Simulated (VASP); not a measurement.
The system is AlNi.

```xyz
2
Lattice="2.2537 -1.3662 0.0000 2.2537 1.3662 0.0000 -1.3288 0.0000 3.8016" Properties=species:S:1:pos:R:3 pbc="T T T"
Ni    1.5893    0.0000    1.9008
Al    0.0000    0.0000    0.0000
```

Base run:

```yaml
Program: VASP 6.6.1
Functional: r2SCAN
Potentials_or_basis: VASP PAW PBE potentials, release 64 (Ni, Al)
Cutoff: 520 eV
k_mesh: 11 × 11 × 7
Occupations: fermi-dirac, width 0.05 eV
Spin: collinear spin, ferromagnetic start
Starting_moments: "[1.0, 0.0] μB"
```

Its results: pressure 7.4 GPa; net moment 0.00 μB per cell.

The run is repeated on the same cell with these changes: functional from r2SCAN to PBE. What comes out?

Pressure 12.9 GPa; net moment 0.00 μB per cell.

Caveats: the cell stands under pressure; the moments typed at the start vanished in this run; the PAW data sets were made with another functional, which shifts forces and pressure a little (at least some runs).
